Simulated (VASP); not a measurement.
Input of a VASP 6.6.1 run:

File INCAR:

```
SYSTEM = Re
ALGO = Normal ; EDIFF = 1E-6
EDIFFG = -0.01 ; ENCUT = 600
GGA = PE ; IBRION = 2
ISIF = 3 ; ISMEAR = 0
LASPH = .TRUE. ; LCHARG = .FALSE.
LREAL = .FALSE. ; LWAVE = .FALSE.
NELM = 60 ; NSW = 80
PREC = Accurate ; SIGMA = 0.05
```

Contents of KPOINTS:

```
k-points
0
G
  18 18 10
  0 0 0
```

The input POSCAR:

```
Re
1.0
    2.7608000000      0.0000000000      0.0000000000
   -1.3804000000      2.3909229348      0.0000000000
    0.0000000000      0.0000000000      4.4582000000
Re
2
Direct
    0.3333333333      0.6666666667      0.2500000000
    0.6666666667      0.3333333333      0.7500000000
```

Potentials or basis: VASP PAW PBE potentials, release 64 (Re).

The run is started by

```sh
$ cat potpaw_PBE.64/Re/POTCAR > POTCAR
$ mpirun -np 1 vasp_std > vasp.out
```

Task: Estimate the relaxed cell.

Result: a = 2.774 Å, b = 2.774 Å, c = 4.483 Å, α = 90.00°, β = 90.00°, γ = 120.00°.

Task: What does it give for the space group after relaxing (to 0.1 Å)?

Result: P6_3/mmc (No. 194).

Task: Estimate the relaxed volume.

Result: 14.93 Å³/atom.

Task: What does it give for the band gap on the k mesh?

Result: Zero (bands 7 and 8 overlap by 3.08 eV).

Step by step:
```
step  energy change (eV)  largest force (eV/Å)  pressure (GPa)  volume (Å³)
   1              0.0000                0.0000            5.70        29.43
   2              0.1123                0.0000          -19.54        31.72
   3             -0.0076                0.0000           -0.16        29.88
   4             -0.0076                0.0000           -0.07        29.86
   5             -0.0076                0.0000            0.05        29.85
   6             -0.0076                0.0000            0.14        29.85
   7             -0.0076                0.0000            0.14        29.85
   8             -0.0076                0.0000            0.14        29.85
   9             -0.0076                0.0000           -0.04        29.87
```

Caveat: spin-orbit coupling is left out, which moves the levels of the heavy elements. PBE usually gives volumes a little too large and moduli too small.
